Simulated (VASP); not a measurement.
# Sr8Ti8O23 (a cell with a defect) in VASP: further runs, part 2 of 2

VASP 6.6.1. Earlier steps stand in the parts before.

**3. Single point, PBE (atoms taken out, then relaxed in part)**

The input, INCAR:

```
SYSTEM = Sr8Ti8O23
PREC = Accurate ; ENCUT = 520
EDIFF = 1E-7 ; ISMEAR = 0
SIGMA = 0.02 ; LREAL = Auto
LASPH = .True. ; NELM = 60
ALGO = Normal ; ISIF = 2
LWAVE = .False. ; LCHARG = .False.
GGA = PE ; NELECT = 312.0
NBANDS = 182
```

The input, KPOINTS:

```
Automatic mesh
0
Gamma
  2 2 2
  0.5 0.5 0.5
```

The input, POSCAR:

```
Sr8Ti8O23
1.0
    0.0000000000      7.8728452585      0.0000000000
    0.0000000000      0.0000000000      7.8728452585
    7.8728452585      0.0000000000      0.0000000000
Sr Ti O
8 8 23
Direct
    0.5089917412      0.0000000000     -0.0089917412
    0.5082234614      0.5000000000     -0.0082234614
   -0.0089917412      0.0000000000     -0.0089917412
   -0.0082234614      0.5000000000     -0.0082234614
    0.5089917412      0.0000000000      0.5089917412
    0.5082234614      0.5000000000      0.5082234614
   -0.0089917412      0.0000000000      0.5089917412
   -0.0082234614      0.5000000000      0.5082234614
    0.2500000000      0.2326066550      0.2500000000
    0.2500000000      0.7673933450      0.2500000000
    0.7500000000      0.2540100797      0.2500000000
    0.7500000000      0.7459899203      0.2500000000
    0.2500000000      0.2540100797      0.7500000000
    0.2500000000      0.7459899203      0.7500000000
    0.7500000000      0.2498332477      0.7500000000
    0.7500000000      0.7501667523      0.7500000000
    0.0072273855      0.2681818584      0.2500000000
    0.0072273855      0.7318181416      0.2500000000
    0.4927726145      0.2681818584      0.2500000000
    0.4927726145      0.7318181416      0.2500000000
    0.0005529856      0.2484295207      0.7500000000
    0.0005529856      0.7515704793      0.7500000000
    0.4994470144      0.2484295207      0.7500000000
    0.4994470144      0.7515704793      0.7500000000
    0.2500000000      0.0000000000      0.2500000000
    0.7500000000      0.5000000000      0.2500000000
    0.7500000000      0.0000000000      0.2500000000
    0.2500000000      0.5000000000      0.7500000000
    0.2500000000      0.0000000000      0.7500000000
    0.7500000000      0.5000000000      0.7500000000
    0.7500000000      0.0000000000      0.7500000000
    0.2500000000      0.2681818584      0.4927726145
    0.2500000000      0.7318181416      0.4927726145
    0.7500000000      0.2484295207      0.4994470144
    0.7500000000      0.7515704793      0.4994470144
    0.2500000000      0.2681818584      0.0072273855
    0.2500000000      0.7318181416      0.0072273855
    0.7500000000      0.2484295207      0.0005529856
    0.7500000000      0.7515704793      0.0005529856
```

Potentials or basis: VASP PAW PBE potentials, release 64 (Sr_sv, Ti_sv, O).

On the command line:

```bash
$ cat potpaw_PBE.64/Sr_sv/POTCAR potpaw_PBE.64/Ti_sv/POTCAR potpaw_PBE.64/O/POTCAR > POTCAR
$ mpirun -np 1 vasp_std > vasp.out
```

Wall time 4.8 min (1 thread of Oxide Virtual Turin-like, shared host); peak memory 0.48 GiB.

Results (log left out):

* Free energy: -322.8142 eV
* Largest force: 0.045 eV/Å

Forces in eV/Å, atoms in the order of the input:
```
Sr   0.019 -0.019  0.000
Sr   0.010 -0.010  0.000
Sr   0.019  0.019  0.000
Sr   0.010  0.010  0.000
Sr  -0.019 -0.019  0.000
Sr  -0.010 -0.010  0.000
Sr  -0.019  0.019  0.000
Sr  -0.010  0.010  0.000
Ti   0.000  0.000  0.035
Ti   0.000  0.000 -0.035
Ti   0.000  0.000 -0.045
Ti   0.000  0.000  0.045
Ti   0.000  0.000 -0.045
Ti   0.000  0.000  0.045
Ti   0.000  0.000 -0.019
Ti   0.000  0.000  0.019
O    0.000 -0.030  0.003
O    0.000 -0.030 -0.003
O    0.000  0.030  0.003
O    0.000  0.030 -0.003
O    0.000 -0.008 -0.010
O    0.000 -0.008  0.010
O    0.000  0.008 -0.010
O    0.000  0.008  0.010
O    0.000  0.000  0.000
O    0.000  0.000  0.000
O    0.000  0.000  0.000
O    0.000  0.000  0.000
O    0.000  0.000  0.000
O    0.000  0.000  0.000
O    0.000  0.000  0.000
O    0.030  0.000  0.003
O    0.030  0.000 -0.003
O    0.008  0.000 -0.010
O    0.008  0.000  0.010
O   -0.030  0.000  0.003
O   -0.030  0.000 -0.003
O   -0.008  0.000 -0.010
O   -0.008  0.000  0.010
```

Levels at points of the mesh, in eV from the Fermi level:
```tsv
k point	band 154	band 155	band 156	band 157	band 158	band 159
(0.25, 0.25, 0.25)	-0.26	-0.15	-0.11	2.36	2.42	2.46
```

Caveat: the cell carries a net charge on a neutralising background, which shifts energy and pressure; the cell differs from its parent crystal (atoms taken out, then relaxed in part); the cell is charged against a uniform background, so pressure and absolute levels hang on convention.

**4. Single point, PBE**

The input, INCAR:

```
SYSTEM = Sr8Ti8O23
ALGO     = Normal         ! electronic algorithm
EDIFF    = 1E-7           ! SCF threshold, eV
ENCUT    = 520            ! plane-wave cutoff, eV
GGA      = PE             ! functional
ISIF     = 2              ! what is computed and relaxed
ISMEAR   = 0              ! smearing method
LASPH    = .TRUE.         ! aspherical terms in the spheres
LCHARG   = .FALSE.        ! write CHGCAR
LREAL    = Auto         
LWAVE    = .FALSE.        ! write WAVECAR
NBANDS   = 182            ! bands
NELECT   = 312.0        
NELM     = 60             ! most SCF steps
PREC     = Accurate       ! precision mode
SIGMA    = 0.02           ! smearing width, eV
```

KPOINTS is that of step 3.

The input, POSCAR:

```
Sr8Ti8O23
1.0
    0.0000000000      7.8728452585      0.0000000000
    0.0000000000      0.0000000000      7.8728452585
    7.8728452585      0.0000000000      0.0000000000
Sr Ti O
8 8 23
Direct
    0.5089917137      0.0000000000     -0.0089917936
    0.5082235035      0.5000000471     -0.0082234564
   -0.0089917936      0.0000000000     -0.0089917936
   -0.0082234564      0.5000000471     -0.0082234564
    0.5089917137      0.0000000000      0.5089917137
    0.5082235035      0.5000000471      0.5082235035
   -0.0089917936      0.0000000000      0.5089917137
   -0.0082234564      0.5000000471      0.5082235035
    0.2499999600      0.2326066295      0.2499999600
    0.2499999600      0.7673933377      0.2499999600
    0.7500000071      0.2540100731      0.2499999600
    0.7500000071      0.7459898940      0.2499999600
    0.2499999600      0.2540100731      0.7500000071
    0.2499999600      0.7459898940      0.7500000071
    0.7500000071      0.2498331842      0.7500000071
    0.7500000071      0.7501667829      0.7500000071
    0.0072273744      0.2681818238      0.2499999600
    0.0072273744      0.7318181434      0.2499999600
    0.4927726727      0.2681818238      0.2499999600
    0.4927726727      0.7318181434      0.2499999600
    0.0005530402      0.2484294986      0.7500000071
    0.0005530402      0.7515704686      0.7500000071
    0.4994470069      0.2484294986      0.7500000071
    0.4994470069      0.7515704686      0.7500000071
    0.2499999600      0.0000000000      0.2499999600
    0.7500000071      0.5000000471      0.2499999600
    0.7500000071      0.0000000000      0.2499999600
    0.2499999600      0.5000000471      0.7500000071
    0.2499999600      0.0000000000      0.7500000071
    0.7500000071      0.5000000471      0.7500000071
    0.7500000071      0.0000000000      0.7500000071
    0.2499999600      0.2681818238      0.4927726727
    0.2499999600      0.7318181434      0.4927726727
    0.7500000071      0.2484294986      0.4994470069
    0.7500000071      0.7515704686      0.4994470069
    0.2499999600      0.2681818238      0.0072273744
    0.2499999600      0.7318181434      0.0072273744
    0.7500000071      0.2484294986      0.0005530402
    0.7500000071      0.7515704686      0.0005530402
```

On the command line:

```bash
$ cat potpaw_PBE.64/Sr_sv/POTCAR potpaw_PBE.64/Ti_sv/POTCAR potpaw_PBE.64/O/POTCAR > POTCAR
$ mpirun -np 1 vasp_std > vasp.out
```

Run time: 5.7 min. Hardware: 1 thread of Oxide Virtual Turin-like, shared host; peak memory 0.48 GiB.

The run converged. Its results:

| Property | Result |
| --- | --- |
| Free energy | -322.8142 eV |
| Largest force | 0.045 eV/Å |

Forces in eV/Å, atoms in the order of the input:
```
Sr   0.019 -0.019  0.000
Sr   0.010 -0.010  0.000
Sr   0.019  0.019  0.000
Sr   0.010  0.010  0.000
Sr  -0.019 -0.019  0.000
Sr  -0.010 -0.010  0.000
Sr  -0.019  0.019  0.000
Sr  -0.010  0.010  0.000
Ti   0.000  0.000  0.035
Ti   0.000  0.000 -0.035
Ti   0.000  0.000 -0.045
Ti   0.000  0.000  0.045
Ti   0.000  0.000 -0.045
Ti   0.000  0.000  0.045
Ti   0.000  0.000 -0.019
Ti   0.000  0.000  0.019
O    0.000 -0.030  0.003
O    0.000 -0.030 -0.003
O    0.000  0.030  0.003
O    0.000  0.030 -0.003
O    0.000 -0.008 -0.010
O    0.000 -0.008  0.010
O    0.000  0.008 -0.010
O    0.000  0.008  0.010
O    0.000  0.000  0.000
O    0.000  0.000  0.000
O    0.000  0.000  0.000
O    0.000  0.000  0.000
O    0.000  0.000  0.000
O    0.000  0.000  0.000
O    0.000  0.000  0.000
O    0.030  0.000  0.003
O    0.030  0.000 -0.003
O    0.008  0.000 -0.010
O    0.008  0.000  0.010
O   -0.030  0.000  0.003
O   -0.030  0.000 -0.003
O   -0.008  0.000 -0.010
O   -0.008  0.000  0.010
```

Levels at points of the mesh, in eV from the Fermi level:
```
           k point  band 153  band 154  band 155  band 156  band 157  band 158  band 159  band 160
(0.25, 0.25, 0.25)     -0.27     -0.26     -0.15     -0.11      2.36      2.42      2.46      2.51
```

Caveat: the cell carries a net charge on a neutralising background, which shifts energy and pressure; the cell is charged against a uniform background, so pressure and absolute levels hang on convention.
